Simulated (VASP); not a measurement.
# Pb (P6_3/mmc) in VASP: notebook

Pb is run at these levels: PBEsol; tasks: electric field gradients.

All numbers are computed with VASP 6.6.1; they aren't measurements. Logs are shortened: lines on timing, memory, paths and dates and some standing lists are left out, and cuts for length are marked.

### Step 1. The cell of the first run

The structure is hexagonal, space group P6_3/mmc (No. 194). The conventional cell has a = 3.409 Å, b = 3.409 Å, c = 5.476 Å, α = 90.00°, β = 90.00°, γ = 120.00°. Pb (site symmetry -6m2) has 12 Pb at 3.37 to 3.41 Å within 4.4 Å.

This isn't the form of Pb at room conditions, which is fcc.

### Step 2. Electric field gradients, PBEsol (27.55 Å³/atom)

Contents of INCAR:

```
SYSTEM = Pb
PREC = Accurate
ENCUT = 520
EDIFF = 1E-8
ISMEAR = -1
SIGMA = 0.05
LREAL = .FALSE.
LASPH = .TRUE.
NELM = 80
ALGO = Normal
ISIF = 2
LWAVE = .FALSE.
LCHARG = .FALSE.
GGA = PS
LEFG = .TRUE.
NBANDS = 21
```

Contents of KPOINTS:

```
Automatic mesh
0
G
  12 12 7
  0 0 0
```

Contents of POSCAR:

```
Pb
1.0
    3.4089603348      0.0000000000      0.0000000000
   -1.7044801674      2.9522462504      0.0000000000
    0.0000000000      0.0000000000      5.4758863477
Pb
2
Direct
    0.3333333333      0.6666666667      0.2500000000
    0.6666666667      0.3333333333      0.7500000000
```

Potentials or basis: VASP PAW PBE potentials, release 64 (Pb_d).

Started as:

```bash
$ cat potpaw_PBE.64/Pb_d/POTCAR > POTCAR
$ mpirun -np 1 vasp_std > vasp.out
```

OUTCAR:

```text
SYSTEM = Pb
   PREC = Accurate
   ENCUT = 520
   EDIFF = 1E-8
   ISMEAR = -1
   LREAL = .FALSE.
   LASPH = .TRUE.
   NELM = 80
   ISIF = 2
   GGA = PS

 ion  position               nearest neighbor table
   1  0.333  0.667  0.250-   2 3.37   2 3.37   2 3.37   2 3.37   2 3.37   2 3.37
   2  0.667  0.333  0.750-   1 3.37   1 3.37   1 3.37   1 3.37   1 3.37   1 3.37

  LATTYP: Found a hexagonal cell.
 ALAT       =     3.4089603348
 C/A-ratio  =     1.6063215203

  Lattice vectors:

 A1 = (   3.4089603348,   0.0000000000,   0.0000000000)
 A2 = (  -1.7044801674,   2.9522462504,   0.0000000000)
 A3 = (   0.0000000000,   0.0000000000,   5.4758863477)

Analysis of symmetry for initial positions (statically):
=====================================================================
 Subroutine PRICEL returns:
 Original cell was already a primitive cell.

 Routine SETGRP: Setting up the symmetry group for a
 hexagonal supercell.

 Subroutine GETGRP returns: Found 24 space group operations
 (whereof 12 operations were pure point group operations)
 out of a pool of 24 trial point group operations.

The static configuration has the point symmetry D_3d.
 The point group associated with its full space group is D_6h.

Analysis of symmetry for dynamics (positions and initial velocities):
=====================================================================
 Subroutine PRICEL returns:
 Original cell was already a primitive cell.

 Routine SETGRP: Setting up the symmetry group for a
 hexagonal supercell.

 Subroutine GETGRP returns: Found 24 space group operations
 (whereof 12 operations were pure point group operations)
 out of a pool of 24 trial point group operations.

The dynamic configuration has the point symmetry D_3d.
 The point group associated with its full space group is D_6h.

 Subroutine INISYM returns: Found 24 space group operations
 (whereof 12 operations are pure point group operations),
 and found     1 'primitive' translations

----------------------------------------------------------------------------------------

                                     Primitive cell

  volume of cell :      55.1098

  direct lattice vectors                    reciprocal lattice vectors
     3.408960335  0.000000000  0.000000000     0.293344569  0.169362566  0.000000000
    -1.704480167  2.952246250  0.000000000     0.000000000  0.338725132  0.000000000
     0.000000000  0.000000000  5.475886348     0.000000000  0.000000000  0.182618838

  length of vectors
     3.408960335  3.408960335  5.475886348     0.338725132  0.338725132  0.182618838

  position of ions in fractional coordinates (direct lattice)
     0.333333333  0.666666667  0.250000000
     0.666666667  0.333333333  0.750000000

  ion indices of the primitive-cell ions
   primitive index   ion index
                 1           1
                 2           2

----------------------------------------------------------------------------------------

 KPOINTS: Automatic mesh

Automatic generation of k-mesh.
 Grid dimensions read from file:
 generate k-points for:   12   12    7

 Generating k-lattice:

  Cartesian coordinates                     Fractional coordinates (reciprocal lattice)
     0.024445381  0.014113547  0.000000000     0.083333333  0.000000000  0.000000000
     0.000000000  0.028227094  0.000000000     0.000000000  0.083333333  0.000000000
     0.000000000  0.000000000  0.026088405     0.000000000  0.000000000  0.142857143

  Length of vectors
     0.028227094  0.028227094  0.026088405

  Shift w.r.t. Gamma in fractional coordinates (k-lattice)
     0.000000000  0.000000000  0.000000000

 Subroutine IBZKPT returns following result:
 ===========================================

 Found     76 irreducible k-points:

 Following reciprocal coordinates:
            Coordinates               Weight
  0.000000  0.000000  0.000000      1.000000
  0.083333  0.000000  0.000000      6.000000
  0.166667  0.000000  0.000000      6.000000
  0.250000  0.000000  0.000000      6.000000
  0.333333  0.000000  0.000000      6.000000
  0.416667  0.000000  0.000000      6.000000
[... 16 lines left out ...]
  0.250000  0.000000  0.142857     12.000000
  0.333333  0.000000  0.142857     12.000000
 [... further k-points ...]
   k-points           NKPTS =     76   k-points in BZ     NKDIM =     76   number of bands    NBANDS=     21
   number of dos      NEDOS =    301   number of ions     NIONS =      2
   total plane-waves  NPLWV =  32928
   dimension x,y,z NGX =    28 NGY =   28 NGZ =   42
   dimension x,y,z NGXF=    56 NGYF=   56 NGZF=   84
   ions per type =               2
   NGX,Y,Z   is equivalent  to a cutoff of  13.65, 13.65, 12.75 a.u.
   NGXF,Y,Z  is equivalent  to a cutoff of  27.31, 27.31, 25.50 a.u.
 SYSTEM =  Pb
   PREC   = accura    normal or accurate (medium, high low for compatibility)
   ISTART =      0    job   : 0-new  1-cont  2-samecut
   ICHARG =      2    charge: 1-file 2-atom 10-const
   ISPIN  =      1    spin polarized calculation?
   LNONCOLLINEAR =      F non collinear calculations
   LSORBIT =      F    spin-orbit coupling
   LASPH  =      T    aspherical Exc in radial PAW
   ENCUT  =  520.0 eV  38.22 Ry    6.18 a.u.   6.34  6.34 10.18*2*pi/ulx,y,z
   NELM   =     80;   NELMIN=  2; NELMDL= -5     # of ELM steps
   EDIFF  = 0.1E-07   stopping-criterion for ELM
   LREAL  =      F    real-space projection
   EDIFFG = 0.1E-06   stopping-criterion for IOM
   NSW    =      0    number of steps for IOM
   IBRION =     -1    ionic relax: 0-MD 1-quasi-New 2-CG
   NFREE  =      0    steps in history (QN), initial steepest desc. (CG)
   ISIF   =      2    stress and relaxation
   ISYM   =      2    0-nonsym 1-usesym 2-fastsym
   POTIM  = 0.5000    time-step for ionic-motion
   TEBEG  =    0.0;   TEEND  =   0.0 temperature during run
   PSTRESS=    0.0 pullay stress
   NELECT =      28.0000    total number of electrons
   NUPDOWN=      -1.0000    fix difference up-down
   EMIN   =  10.00;   EMAX   =-10.00  energy-range for DOS
   EFERMI =   0.00;   METHOD = LEGACY
   ISMEAR =    -1;   SIGMA  =   0.05  broadening in eV -4-tet -1-fermi 0-gaus
   EFERMI_NEDOS =   21; number of points for ismear=-14 and -15
   IALGO  =     38    algorithm
   IMIX   =      4    mixing-type and parameters
     AMIX     =   0.40;   BMIX     =  1.00
     AMIX_MAG =   1.60;   BMIX_MAG =  1.00
  volume/ion in A,a.u.               =      27.55       185.95
  Fermi-wavevector in a.u.,A,eV,Ry     =   1.306325  2.468596 23.218133  1.706485
  Thomas-Fermi vector in A             =   2.437134
   LORBIT       =      0    0 simple, 1 ext, 2 COOP (PROOUT), +10 PAW based schemes
   GGA     = PS    functional components
   LHFCALC =     F    Hartree Fock is set to
   AEXX    =    0.0000 exact exchange contribution
   IVDW    =     0    specifies the selected vdW correction
   LEPSILON=     F    determine dielectric tensor
   LRPA    =     F    only Hartree local field effects (RPA)
 non-spin polarized calculation
  energy-cutoff  :      520.00
  volume of cell :       55.11
 maximum number of plane-waves:      1508
 NGX is ok and might be reduce to    28
   NGX = 13   NGY = 13   NGZ = 21

 number of electron      27.9999996 magnetization

 Free energy of the ion-electron system (eV)
  ---------------------------------------------------
  ext. energy  EPLUGINS =         0.00000000
  ---------------------------------------------------
  free energy    TOTEN  =        -7.90178534 eV

  energy without entropy =       -7.89262568  energy(sigma->0) =       -7.89720551

 E-fermi :   8.2068     XC(G=0): -10.8120

 val. band max:        8.1938903911   @ k =   0.0000   0.0000   0.4286
 cond. band min:       8.2203321965   @ k =   0.3333   0.2500   0.0000
 fundamental gap:      0.0264418054
 Fermi energy:         8.2067535165

 k-point     1 :       0.0000    0.0000    0.0000
  band No.  band energies     occupation
      1      -8.9246      2.00000
      2      -8.8521      2.00000
      3      -8.8262      2.00000
      4      -8.8262      2.00000
      5      -8.7949      2.00000
      6      -8.7949      2.00000
[... 13 lines left out ...]
     20      17.3484      0.00000
     21      19.8876      0.00000
[... 529 lines left out ...]
 k-point    24 :       0.3333    0.0000    0.1429
  band No.  band energies     occupation
      1      -9.0089      2.00000
      2      -8.9084      2.00000
      3      -8.8549      2.00000
      4      -8.8235      2.00000
      5      -8.7253      2.00000
      6      -8.6876      2.00000
[... 13 lines left out ...]
     20      16.6911      0.00000
     21      18.9428      0.00000

 [... further k-points ...]

------------------------ aborting loop because EDIFF is reached ----------------------------------------

  FORCE on cell =-STRESS in cart. coord.  units (eV):
  Direction    XX          YY          ZZ          XY          YZ          ZX
  --------------------------------------------------------------------------------------
  -------------------------------------------------------------------------------------
  Total        1.6249776      1.6249776      1.3917183     -0.0000000      0.0000000      0.0000000
  in kB       47.2420807     47.2420807     40.4606616     -0.0000000      0.0000000      0.0000000
  external PRESSURE =      44.9816077 kB  Pullay stress =       0.0000000 kB

 VOLUME and BASIS-vectors are now :
 -----------------------------------------------------------------------------
  energy-cutoff  :      520.00
  volume of cell :       55.11
      direct lattice vectors                 reciprocal lattice vectors
     3.408960335  0.000000000  0.000000000     0.293344569  0.169362566  0.000000000
    -1.704480167  2.952246250  0.000000000     0.000000000  0.338725132  0.000000000
     0.000000000  0.000000000  5.475886348     0.000000000  0.000000000  0.182618838

 POSITION                                       TOTAL-FORCE (eV/Angst)
 -----------------------------------------------------------------------------------
     -0.00000      1.96816      1.36897         0.000000     -0.000000      0.000000
      1.70448      0.98408      4.10691        -0.000000      0.000000      0.000000
 -----------------------------------------------------------------------------------
    total drift:                               -0.000000      0.000000      0.000000

  FREE ENERGIE OF THE ION-ELECTRON SYSTEM (eV)
  ---------------------------------------------------
  free  energy   TOTEN  =        -7.9017853448 eV

  energy  without entropy=       -7.8926256840  energy(sigma->0) =       -7.89720551

 Electric field gradients (V/A^2)
---------------------------------------------------------------------
 ion       V_xx      V_yy      V_zz      V_xy      V_xz      V_yz
---------------------------------------------------------------------
   1       0.655     0.653    -1.308    -0.001     0.000    -0.000
   2       0.655     0.653    -1.308    -0.001    -0.000     0.000
---------------------------------------------------------------------

 Electric field gradients after diagonalization (V/A^2)
 (convention: |V_zz| > |V_xx| > |V_yy|)
----------------------------------------------------------------------
 ion       V_xx      V_yy      V_zz     asymmetry (V_yy - V_xx)/ V_zz
----------------------------------------------------------------------
   1       0.655     0.653    -1.308       0.002
   2       0.655     0.653    -1.308       0.002
----------------------------------------------------------------------

           NMR quadrupolar parameters

 Cq : quadrupolar parameter    Cq=e*Q*V_zz/h
 eta: asymmetry parameters     (V_yy - V_xx)/ V_zz
 Q  : nuclear electric quadrupole moment in mb (millibarn)
----------------------------------------------------------------------
 ion       Cq(MHz)       eta       Q (mb)
----------------------------------------------------------------------
   1      -0.003       0.002       1.000
   2      -0.003       0.002       1.000
----------------------------------------------------------------------
```

It took 37 s on 1 thread of Intel Xeon 6975P-C (Granite Rapids), shared host; peak memory 0.21 GiB.

What came out:

```yaml
Free_energy: -7.9018 eV
Pressure: 4.5 GPa
Band_gap_on_the_k_mesh: zero (bands 14 and 15 overlap by 8.21 eV)
Largest_electric_field_gradient_by_atom: Pb -1.3 V/Å²
```

Stress tensor (GPa, compression positive):
```
4.72 0.00 0.00
0.00 4.72 0.00
0.00 0.00 4.05
```

Levels at points of the mesh, in eV from the Fermi level:
| k point | band 10 | band 11 | band 12 | band 13 | band 14 | band 15 | band 16 | band 17 | band 18 | band 19 |
| --- | --- | --- | --- | --- | --- | --- | --- | --- | --- | --- |
| (0.00, 0.00, 0.00) | -16.72 | -12.45 | -8.06 | -4.66 | 5.92 | 5.92 | 7.97 | 7.97 | 8.70 | 9.12 |
| (0.50, 0.00, 0.00) | -16.69 | -8.55 | -7.24 | -2.98 | -1.52 | -0.63 | 1.81 | 2.01 | 6.14 | 6.35 |

Electric field gradients, principal values (V/Å²):
```csv
atom,least,middle,greatest (by size)
1 Pb,0.653,0.655,-1.308
2 Pb,0.653,0.655,-1.308
```

Caveat: the cell stands under pressure; without QUAD_EFG the Cq values of the log hold for a quadrupole moment of 1 mb, not for the nuclei; the PAW data sets were made with another functional, which shifts forces and pressure a little; spin-orbit coupling is left out, which moves the levels of the heavy elements.

### Step 3. Electric field gradients, PBEsol (27.55 Å³/atom)

Contents of INCAR:

```
  PREC = Accurate
  ENCUT = 520
  EDIFF = 1E-8
  ISMEAR = -1
  SIGMA = 0.05
  LREAL = F
  LASPH = T
  NELM = 100
  ALGO = Normal
  ISIF = 2
  LWAVE = F
  LCHARG = F
  GGA = PS
  LEFG = T
  NBANDS = 21
```

Contents of KPOINTS:

```
Automatic mesh
0
Gamma
  12 12 7
```

POSCAR is that of step 2.

Potentials or basis: VASP PAW PBE potentials, release 64 (Pb_d).

Started as:

```bash
$ cat potpaw_PBE.64/Pb_d/POTCAR > POTCAR
$ mpirun -np 1 vasp_std > vasp.out
```

OUTCAR:

```text
PREC = Accurate
   ENCUT = 520
   EDIFF = 1E-8
   ISMEAR = -1
   LREAL = F
   LASPH = T
   NELM = 100
   ISIF = 2
   GGA = PS

 ion  position               nearest neighbor table
   1  0.333  0.667  0.250-   2 3.37   2 3.37   2 3.37   2 3.37   2 3.37   2 3.37
   2  0.667  0.333  0.750-   1 3.37   1 3.37   1 3.37   1 3.37   1 3.37   1 3.37

  LATTYP: Found a hexagonal cell.
 ALAT       =     3.4089603348
 C/A-ratio  =     1.6063215203

  Lattice vectors:

[... 790 lines left out ...]

  FREE ENERGIE OF THE ION-ELECTRON SYSTEM (eV)
  ---------------------------------------------------
  free  energy   TOTEN  =        -7.9017853448 eV

  energy  without entropy=       -7.8926256840  energy(sigma->0) =       -7.89720551

 Electric field gradients (V/A^2)
---------------------------------------------------------------------
 ion       V_xx      V_yy      V_zz      V_xy      V_xz      V_yz
---------------------------------------------------------------------
   1       0.655     0.653    -1.308    -0.001     0.000    -0.000
   2       0.655     0.653    -1.308    -0.001    -0.000     0.000
---------------------------------------------------------------------

 Electric field gradients after diagonalization (V/A^2)
 (convention: |V_zz| > |V_xx| > |V_yy|)
----------------------------------------------------------------------
 ion       V_xx      V_yy      V_zz     asymmetry (V_yy - V_xx)/ V_zz
----------------------------------------------------------------------
   1       0.655     0.653    -1.308       0.002
   2       0.655     0.653    -1.308       0.002
----------------------------------------------------------------------

           NMR quadrupolar parameters

 Cq : quadrupolar parameter    Cq=e*Q*V_zz/h
 eta: asymmetry parameters     (V_yy - V_xx)/ V_zz
 Q  : nuclear electric quadrupole moment in mb (millibarn)
----------------------------------------------------------------------
 ion       Cq(MHz)       eta       Q (mb)
----------------------------------------------------------------------
   1      -0.003       0.002       1.000
   2      -0.003       0.002       1.000
----------------------------------------------------------------------
```

OSZICAR:

```text
N       E                     dE             d eps       ncg     rms          rms(c)
DAV:   1     0.295922377063E+03    0.29592E+03   -0.14415E+04  3197   0.168E+03
DAV:   2     0.131703634669E+02   -0.28275E+03   -0.27615E+03  3222   0.413E+02
DAV:   3    -0.730006915208E+01   -0.20470E+02   -0.20261E+02  3911   0.138E+02
DAV:   4    -0.791690477934E+01   -0.61684E+00   -0.61652E+00  3844   0.264E+01
DAV:   5    -0.794618588414E+01   -0.29281E-01   -0.29280E-01  4470   0.529E+00    0.984E-01
DAV:   6    -0.791170139564E+01    0.34484E-01   -0.55361E-02  4398   0.340E+00    0.454E-01
DAV:   7    -0.790247489641E+01    0.92265E-02   -0.20260E-02  4470   0.196E+00    0.131E-01
DAV:   8    -0.790178579736E+01    0.68910E-03   -0.11354E-03  4279   0.458E-01    0.114E-02
DAV:   9    -0.790178569481E+01    0.10255E-06   -0.28876E-05  4596   0.748E-02    0.595E-03
DAV:  10    -0.790178530412E+01    0.39069E-06   -0.18796E-06  4316   0.118E-02    0.881E-04
DAV:  11    -0.790178536167E+01   -0.57550E-07   -0.15353E-07  4560   0.550E-03    0.177E-04
DAV:  12    -0.790178534281E+01    0.18859E-07   -0.72882E-09  2444   0.142E-03    0.598E-05
DAV:  13    -0.790178534483E+01   -0.20264E-08   -0.15644E-09  2341   0.635E-04
   1 F= -.79017853E+01 E0= -.78972055E+01  d E =-.915966E-02
```

stdout:

```text
POSCAR found type information on POSCAR Pb
 POSCAR found :  1 types and       2 ions
 scaLAPACK will be used
 -----------------------------------------------------------------------------
|                                                                             |
|                                                                             |
|     You enforced a specific xc type in the INCAR file but a different       |
|     I HOPE YOU KNOW WHAT YOU ARE DOING!                                     |
|                                                                             |
 -----------------------------------------------------------------------------

 LDA part: xc-table for (Slater+PW92), standard interpolation
 POSCAR, INCAR and KPOINTS ok, starting setup
 FFT: planning ... GRIDC
 FFT: planning ... GRID_SOFT
 FFT: planning ... GRID
 WAVECAR not read
 entering main loop
ion   1

ion   2
```

It took 39 s on 1 thread of Intel Xeon 6975P-C (Granite Rapids), shared host; peak memory 0.21 GiB.

What came out:

- Free energy: -7.9018 eV
- Pressure: 4.5 GPa
- Band gap on the k mesh: zero (bands 14 and 15 overlap by 8.21 eV)
- Largest electric field gradient by atom: Pb -1.3 V/Å²

Levels at points of the mesh, in eV from the Fermi level:
```
           k point  band 10  band 11  band 12  band 13  band 14  band 15  band 16  band 17  band 18  band 19
(0.00, 0.00, 0.00)   -16.72   -12.45    -8.06    -4.66     5.92     5.92     7.97     7.97     8.70     9.12
(0.50, 0.00, 0.00)   -16.69    -8.55    -7.24    -2.98    -1.52    -0.63     1.81     2.01     6.14     6.35
```

Electric field gradients, principal values (V/Å²):
| atom | least | middle | greatest (by size) |
| --- | --- | --- | --- |
| 1 Pb | 0.653 | 0.655 | -1.308 |
| 2 Pb | 0.653 | 0.655 | -1.308 |

Caveat: the cell stands under pressure; without QUAD_EFG the Cq values of the log hold for a quadrupole moment of 1 mb, not for the nuclei; the PAW data sets were made with another functional, which shifts forces and pressure a little; spin-orbit coupling is left out, which moves the levels of the heavy elements.

(Continued in part 2 of 3.)
